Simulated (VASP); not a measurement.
## Si: single point with PBE

Crystal: Si.

```
CELL_PARAMETERS angstrom
10.86000 0.00000 0.00000
0.00000 5.43000 0.00000
0.00000 0.00000 5.43000
ATOMIC_POSITIONS crystal
Si 0.00057 0.99669 0.99216
Si 0.00286 0.50366 0.50141
Si 0.25392 0.00330 0.49869
Si 0.12047 0.24978 0.25122
Si 0.12474 0.74679 0.75176
Si 0.37448 0.24498 0.75454
Si 0.36797 0.75661 0.25403
Si 0.50172 0.99544 0.99688
Si 0.50431 0.49824 0.50799
Si 0.75119 0.99699 0.49933
Si 0.74896 0.50330 0.00242
Si 0.62368 0.24195 0.25702
Si 0.62740 0.75498 0.74026
Si 0.87621 0.25014 0.74116
Si 0.87055 0.76157 0.25252
```

```json
{
 "Program": "VASP 6.6.1",
 "Task": "single point",
 "Functional": "PBE",
 "Potentials or basis": "VASP PAW PBE potentials, release 64 (Si)",
 "Cutoff": "500 eV",
 "k mesh": "1 × 1 × 1",
 "Occupations": "fermi-dirac, width 0.01 eV",
 "Spin": "no spin polarisation",
 "Dipole correction": "no",
 "Further INCAR settings": "ALGO = Normal; EDIFF = 1e-06; NBANDS = 43"
}
```

```json
{
 "Pressure": "2.4 GPa",
 "Largest force": "1.292 eV/Å"
}
```

Forces on the atoms (eV/Å):
```
Si   0.205 -0.006  0.197
Si   0.047  0.411 -0.101
Si  -0.968 -0.058  0.425
Si  -0.289 -0.192 -0.091
Si   0.108  0.277 -0.308
Si   0.774  0.197 -0.278
Si   1.227 -0.401 -0.058
Si  -0.177 -0.345  0.062
Si  -0.584  0.318 -0.260
Si  -0.177  0.541  0.240
Si  -0.127 -0.484 -0.196
Si   0.228  0.303 -0.258
Si   0.196 -0.143  0.486
Si  -0.535  0.207  0.397
Si   0.073 -0.624 -0.257
```

Stress tensor (GPa, compression positive):
```
-7.61 -0.19 -0.76
-0.19  7.66  2.91
-0.76  2.91  7.06
```

Levels at points of the mesh, in eV from the Fermi level:
```csv
k point,band 26,band 27,band 28,band 29,band 30,band 31,band 32,band 33,band 34,band 35
"(0.00, 0.00, 0.00)",-2.54,-2.46,-1.72,-1.61,-0.02,0.02,0.05,0.06,0.14,0.17
```

Wall time 37 s on 1 thread of Intel(R) Xeon(R) 6975P-C (Granite Rapids), with other jobs on the host, peak memory 0.3 GiB.

Caveat: the k points lie up to 1.16 Å⁻¹ apart, too coarse for converged energies, forces and pressures; forces of over 1 eV/Å act on the atoms, so gaps and moduli don't describe the material at rest.
